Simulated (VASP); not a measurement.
# Ga (P2_1/m) in VASP: settings compared

Aim: see how the results for Ga move with the level of theory and the settings. Levels: PBE+D4, PBE+D3(BJ). Tasks: single point, relaxation of cell and atoms.

Everything below comes from runs of VASP 6.6.1. Logs are shortened: lines on timing, memory, paths and dates and some standing lists are left out, and cuts for length are marked.

### 1 The cell of the first run

The structure is monoclinic, space group P2_1/m (No. 11). Conventional cell: a = 2.765 Å, b = 3.171 Å, c = 4.277 Å, α = 90.00°, β = 107.94°, γ = 90.00°. Ga (site symmetry m) has 10 Ga at 2.69 to 3.17 Å within 3.6 Å.

### 2 Single point, PBE+D4

Input file INCAR:

```
PREC = Accurate
ENCUT = 520
EDIFF = 1E-6
ISMEAR = -1
SIGMA = 0.05
LREAL = F
LASPH = T
NELM = 80
ALGO = Normal
ISIF = 2
LWAVE = F
LCHARG = F
GGA = PE
IVDW = 13
NBANDS = 20
```

Input file KPOINTS:

```
Automatic mesh
0
Gamma
  10 8 7
```

Input file POSCAR:

```
Ga
1.0
    2.7642876609      0.0000000000     -0.0380671459
    0.0000000000      3.1713039440      0.0000000000
   -1.3912674900      0.0000000000      4.0884180919
Ga
2
Direct
    0.1256066696      0.7500000000      0.7675987396
    0.8743933304      0.2500000000      0.2324012604
```

Potentials or basis: VASP PAW PBE potentials, release 64 (Ga_d).

Launch:

```sh
> cat potpaw_PBE.64/Ga_d/POTCAR > POTCAR
> mpirun -np 1 vasp_std > vasp.out
```

OUTCAR:

```text
PREC = Accurate
   ENCUT = 520
   EDIFF = 1E-6
   ISMEAR = -1
   LREAL = F
   LASPH = T
   NELM = 80
   ISIF = 2
   GGA = PE
   IVDW = 13

 ion  position               nearest neighbor table
   1  0.126  0.750  0.768-   2 2.69   2 2.69   2 2.82   2 2.82   2 2.84   2 2.84
   2  0.874  0.250  0.232-   1 2.69   1 2.69   1 2.82   1 2.82   1 2.84   1 2.84

  LATTYP: Found a simple monoclinic cell.
 ALAT       =     2.7645497608
 B/A-ratio  =     1.1471321620
 C/A-ratio  =     1.5469942520
 COS(beta)  =    -0.3079721705

  Lattice vectors:

 A1 = (   2.7642876609,   0.0000000000,  -0.0380671459)
 A2 = (   0.0000000000,  -3.1713039440,   0.0000000000)
 A3 = (  -1.3730201709,   0.0000000000,  -4.0503509460)

Analysis of symmetry for initial positions (statically):
=====================================================================
 Subroutine PRICEL returns:
 Original cell was already a primitive cell.

 Routine SETGRP: Setting up the symmetry group for a
 simple monoclinic supercell.

 Subroutine GETGRP returns: Found  4 space group operations
 (whereof  2 operations were pure point group operations)
 out of a pool of  4 trial point group operations.

The static configuration has the point symmetry S_2 .
 The point group associated with its full space group is C_2h.

Analysis of symmetry for dynamics (positions and initial velocities):
=====================================================================
 Subroutine PRICEL returns:
 Original cell was already a primitive cell.

 Routine SETGRP: Setting up the symmetry group for a
 simple monoclinic supercell.

 Subroutine GETGRP returns: Found  4 space group operations
 (whereof  2 operations were pure point group operations)
 out of a pool of  4 trial point group operations.

The dynamic configuration has the point symmetry S_2 .
 The point group associated with its full space group is C_2h.

 Subroutine INISYM returns: Found  4 space group operations
 (whereof  2 operations are pure point group operations),
 and found     1 'primitive' translations

----------------------------------------------------------------------------------------

                                     Primitive cell

  volume of cell :      35.6727

  direct lattice vectors                    reciprocal lattice vectors
     2.764287661  0.000000000 -0.038067146     0.363460104  0.000000000  0.123683590
     0.000000000  3.171303944  0.000000000     0.000000000  0.315327707  0.000000000
    -1.391267490  0.000000000  4.088418092     0.003384167  0.000000000  0.245744994

  length of vectors
     2.764549761  3.171303944  4.318655777     0.383928220  0.315327707  0.245768295

  position of ions in fractional coordinates (direct lattice)
     0.125606670  0.750000000  0.767598740
     0.874393330  0.250000000  0.232401260

  ion indices of the primitive-cell ions
   primitive index   ion index
                 1           1
                 2           2

----------------------------------------------------------------------------------------

 KPOINTS: Automatic mesh

Automatic generation of k-mesh.
 Grid dimensions read from file:
 generate k-points for:   10    8    7

 Generating k-lattice:

  Cartesian coordinates                     Fractional coordinates (reciprocal lattice)
     0.036346010  0.000000000  0.012368359     0.100000000  0.000000000  0.000000000
     0.000000000  0.039415963  0.000000000     0.000000000  0.125000000  0.000000000
     0.000483452  0.000000000  0.035106428     0.000000000  0.000000000  0.142857143

  Length of vectors
     0.038392822  0.039415963  0.035109756

  Shift w.r.t. Gamma in fractional coordinates (k-lattice)
     0.000000000  0.000000000  0.000000000

 Subroutine IBZKPT returns following result:
 ===========================================

 Found    180 irreducible k-points:

 Following reciprocal coordinates:
            Coordinates               Weight
  0.000000  0.000000  0.000000      1.000000
  0.100000  0.000000  0.000000      2.000000
  0.200000  0.000000  0.000000      2.000000
  0.300000  0.000000 -0.000000      2.000000
  0.400000  0.000000 -0.000000      2.000000
  0.500000  0.000000 -0.000000      1.000000
[... 16 lines left out ...]
  0.400000  0.375000 -0.000000      4.000000
  0.500000  0.375000 -0.000000      2.000000
 [... further k-points ...]
   k-points           NKPTS =    180   k-points in BZ     NKDIM =    180   number of bands    NBANDS=     20
   number of dos      NEDOS =    301   number of ions     NIONS =      2
   total plane-waves  NPLWV =  18432
   dimension x,y,z NGX =    24 NGY =   24 NGZ =   32
   dimension x,y,z NGXF=    48 NGYF=   48 NGZF=   64
   ions per type =               2
   NGX,Y,Z   is equivalent  to a cutoff of  14.43, 12.58, 12.32 a.u.
   NGXF,Y,Z  is equivalent  to a cutoff of  28.86, 25.16, 24.64 a.u.
 SYSTEM =  unknown system
   PREC   = accura    normal or accurate (medium, high low for compatibility)
   ISTART =      0    job   : 0-new  1-cont  2-samecut
   ICHARG =      2    charge: 1-file 2-atom 10-const
   ISPIN  =      1    spin polarized calculation?
   LNONCOLLINEAR =      F non collinear calculations
   LSORBIT =      F    spin-orbit coupling
   LASPH  =      T    aspherical Exc in radial PAW
   ENCUT  =  520.0 eV  38.22 Ry    6.18 a.u.   5.14  5.90  8.03*2*pi/ulx,y,z
   NELM   =     80;   NELMIN=  2; NELMDL= -5     # of ELM steps
   EDIFF  = 0.1E-05   stopping-criterion for ELM
   LREAL  =      F    real-space projection
   EDIFFG = 0.1E-04   stopping-criterion for IOM
   NSW    =      0    number of steps for IOM
   IBRION =     -1    ionic relax: 0-MD 1-quasi-New 2-CG
   NFREE  =      0    steps in history (QN), initial steepest desc. (CG)
   ISIF   =      2    stress and relaxation
   ISYM   =      2    0-nonsym 1-usesym 2-fastsym
   POTIM  = 0.5000    time-step for ionic-motion
   TEBEG  =    0.0;   TEEND  =   0.0 temperature during run
   PSTRESS=    0.0 pullay stress
   NELECT =      26.0000    total number of electrons
   NUPDOWN=      -1.0000    fix difference up-down
   EMIN   =  10.00;   EMAX   =-10.00  energy-range for DOS
   EFERMI =   0.00;   METHOD = LEGACY
   ISMEAR =    -1;   SIGMA  =   0.05  broadening in eV -4-tet -1-fermi 0-gaus
   EFERMI_NEDOS =   21; number of points for ismear=-14 and -15
   IALGO  =     38    algorithm
   IMIX   =      4    mixing-type and parameters
     AMIX     =   0.40;   BMIX     =  1.00
     AMIX_MAG =   1.60;   BMIX_MAG =  1.00
  volume/ion in A,a.u.               =      17.84       120.37
  Fermi-wavevector in a.u.,A,eV,Ry     =   1.473286  2.784107 29.532431  2.170572
  Thomas-Fermi vector in A             =   2.588198
   LORBIT       =      0    0 simple, 1 ext, 2 COOP (PROOUT), +10 PAW based schemes
   GGA     = PE    functional components
   LHFCALC =     F    Hartree Fock is set to
   AEXX    =    0.0000 exact exchange contribution
   IVDW    =    13    specifies the selected vdW correction
   LEPSILON=     F    determine dielectric tensor
   LRPA    =     F    only Hartree local field effects (RPA)
 non-spin polarized calculation
  energy-cutoff  :      520.00
  volume of cell :       35.67
 maximum number of plane-waves:       977
 NGX is ok and might be reduce to    24
   NGX = 11   NGY = 11   NGZ = 17

 number of electron      25.9999998 magnetization

 Free energy of the ion-electron system (eV)
  ---------------------------------------------------
  ext. energy  EPLUGINS =         0.00000000
  ---------------------------------------------------
  free energy    TOTEN  =        -5.76613840 eV

  energy without entropy =       -5.76215505  energy(sigma->0) =       -5.76414672

 E-fermi :   6.0362     XC(G=0): -11.2551

 val. band max:        6.0285968675   @ k =  -0.3000   0.2500   0.1429
 cond. band min:       6.0912837211   @ k =  -0.3000   0.1250   0.2857
 fundamental gap:      0.0626868537
 Fermi energy:         6.0361533050

 k-point     1 :       0.0000    0.0000    0.0000
  band No.  band energies     occupation
      1      -9.1692      2.00000
      2      -9.1341      2.00000
      3      -9.0942      2.00000
      4      -9.0937      2.00000
      5      -8.8200      2.00000
      6      -8.8050      2.00000
[... 12 lines left out ...]
     19      17.4890      0.00000
     20      19.1007      0.00000

 k-point     2 :       0.1000    0.0000    0.0000
  band No.  band energies     occupation
      1      -9.1531      2.00000
      2      -9.1266      2.00000
      3      -9.0823      2.00000
      4      -9.0472      2.00000
      5      -8.8332      2.00000
      6      -8.8227      2.00000
[... 12 lines left out ...]
     19      18.0502      0.00000
     20      20.8978      0.00000

 k-point     3 :       0.2000    0.0000    0.0000
  band No.  band energies     occupation
      1      -9.1176      2.00000
      2      -9.1081      2.00000
      3      -9.0323      2.00000
      4      -8.9632      2.00000
      5      -8.8701      2.00000
      6      -8.8606      2.00000
[... 12 lines left out ...]
     19      18.2314      0.00000
     20      22.0336      0.00000

 k-point     4 :       0.3000    0.0000   -0.0000
  band No.  band energies     occupation
      1      -9.0886      2.00000
      2      -9.0816      2.00000
      3      -8.9948      2.00000
      4      -8.9740      2.00000
      5      -8.9307      2.00000
      6      -8.8201      2.00000
[... 12 lines left out ...]
     19      18.4482      0.00000
     20      20.6796      0.00000

 k-point     5 :       0.4000    0.0000   -0.0000
  band No.  band energies     occupation
      1      -9.0780      2.00000
      2      -9.0764      2.00000
      3      -9.0018      2.00000
      4      -8.9844      2.00000
      5      -8.9821      2.00000
      6      -8.8313      2.00000
[... 12 lines left out ...]
     19      17.5355      0.00000
     20      18.9915      0.00000
[... 353 lines left out ...]
      6      -8.8889      2.00000
[... 12 lines left out ...]
     19      16.1011      0.00000
     20      17.5459      0.00000

 k-point    22 :       0.3000    0.3750   -0.0000
  band No.  band energies     occupation
      1      -9.1226      2.00000
      2      -9.0654      2.00000
      3      -9.0166      2.00000
      4      -8.9480      2.00000
      5      -8.8791      2.00000
      6      -8.8672      2.00000
[... 12 lines left out ...]
     19      14.0601      0.00000
     20      16.1834      0.00000

 k-point    23 :       0.4000    0.3750   -0.0000
  band No.  band energies     occupation
      1      -9.1388      2.00000
      2      -9.0664      2.00000
      3      -9.0609      2.00000
      4      -8.9961      2.00000
      5      -8.8806      2.00000
      6      -8.8325      2.00000
[... 12 lines left out ...]
     19      14.4886      0.00000
     20      17.5455      0.00000

 k-point    24 :       0.5000    0.3750   -0.0000
  band No.  band energies     occupation
      1      -9.1451      2.00000
      2      -9.0859      2.00000
      3      -9.0441      2.00000
      4      -9.0330      2.00000
      5      -8.8839      2.00000
      6      -8.8210      2.00000
[... 12 lines left out ...]
     19      16.4863      0.00000
     20      17.2788      0.00000

 [... further k-points ...]

------------------------ aborting loop because EDIFF is reached ----------------------------------------

  DFT-D4 for vdW energy calculation

  Edisp (eV):   -1.01061

  FORCE on cell =-STRESS in cart. coord.  units (eV):
  Direction    XX          YY          ZZ          XY          YZ          ZX
  --------------------------------------------------------------------------------------
  -------------------------------------------------------------------------------------
  Total       0.00434     0.00330     0.00912     0.00000     0.00000    -0.00158
  in kB       0.19471     0.14807     0.40956     0.00000     0.00000    -0.07110
  external pressure =        0.25 kB  Pullay stress =        0.00 kB

 VOLUME and BASIS-vectors are now :
 -----------------------------------------------------------------------------
  energy-cutoff  :      520.00
  volume of cell :       35.67
      direct lattice vectors                 reciprocal lattice vectors
     2.764287661  0.000000000 -0.038067146     0.363460104  0.000000000  0.123683590
     0.000000000  3.171303944  0.000000000     0.000000000  0.315327707  0.000000000
    -1.391267490  0.000000000  4.088418092     0.003384167  0.000000000  0.245744994

 POSITION                                       TOTAL-FORCE (eV/Angst)
 -----------------------------------------------------------------------------------
     -0.72072      2.37848      3.13348         0.000502      0.000000      0.000142
      2.09374      0.79283      0.91687        -0.000502     -0.000000     -0.000142
 -----------------------------------------------------------------------------------
    total drift:                               -0.000000      0.000000      0.000000

  FREE ENERGIE OF THE ION-ELECTRON SYSTEM (eV)
  ---------------------------------------------------
  free  energy   TOTEN  =        -6.7767496576 eV

  energy  without entropy=       -6.7727662984  energy(sigma->0) =       -6.77475798
```

Run time: 45 s. Hardware: 1 thread of Intel Xeon 6975P-C, shared host; peak memory 0.22 GiB.

Results:

```yaml
Free_energy: -6.7767 eV
Pressure: 0.0 GPa
Band_gap_on_the_k_mesh: zero (band 13 reaches 10.94 eV, above the bottom of band 14 at 1.82 eV)
Dispersion_energy_per_atom: -0.505 eV
```

Caveat: pairwise dispersion overbinds metals, which lowers pressure and volume.

### 3 Single point, PBE+D3(BJ)

This run uses another cell than the first one, of 18.24 Å³/atom, 1.023 times its volume.

Input file INCAR:

```
SYSTEM = Ga
ALGO = Normal ; EDIFF = 1E-7
ENCUT = 520 ; GGA = PE
ISIF = 2 ; ISMEAR = -1
IVDW = 12 ; LASPH = .TRUE.
LCHARG = .TRUE. ; LELF = .TRUE.
LREAL = .FALSE. ; LVHAR = .TRUE.
LWAVE = .FALSE. ; NBANDS = 20
NELM = 100 ; PREC = Accurate
SIGMA = 0.05
```

Input file KPOINTS:

```
k-points
0
G
  10 8 7
  0 0 0
```

Input file POSCAR:

```
Ga
1.0
    2.7872159166      0.0000000000     -0.0381014823
    0.0000000000      3.2054717284      0.0000000000
   -1.4024031427      0.0000000000      4.1026931046
Ga
2
Direct
    0.1239162843      0.7500000000      0.7678072122
    0.8760837157      0.2500000000      0.2321927878
```

Potentials or basis: VASP PAW PBE potentials, release 64 (Ga_d).

Launch:

```sh
> cat potpaw_PBE.64/Ga_d/POTCAR > POTCAR
> mpirun -np 1 vasp_std > vasp.out
```

Run time: 47 s. Hardware: 1 thread of Intel Xeon 6975P-C, shared host; peak memory 0.24 GiB.

The run converged. Its results:

```
Free energy                : -6.4165 eV
Pressure                   : 0.1 GPa
Band gap on the k mesh     : zero (band 13 reaches 10.61 eV, above the bottom of band 14 at 1.71 eV)
Dispersion energy per atom : -0.316 eV
```

Levels at points of the mesh, in eV from the Fermi level:
| k point | band 10 | band 11 | band 12 | band 13 | band 14 | band 15 | band 16 | band 17 |
| --- | --- | --- | --- | --- | --- | --- | --- | --- |
| (0.00, 0.00, 0.00) | -14.63 | -11.36 | -2.39 | -1.82 | 2.49 | 6.22 | 9.04 | 10.13 |
| (0.50, 0.00, 0.00) | -14.65 | -6.23 | -5.20 | -1.81 | -0.35 | 6.59 | 6.79 | 9.36 |
| (0.00, 0.50, 0.00) | -14.70 | -7.61 | -7.61 | 1.60 | 1.60 | 2.33 | 2.33 | 11.53 |
| (0.50, 0.50, 0.00) | -14.66 | -2.72 | -2.72 | -1.50 | -1.50 | 1.91 | 1.91 | 4.16 |

Caveat: pairwise dispersion overbinds metals, which lowers pressure and volume.

[end of part 1 of 2]
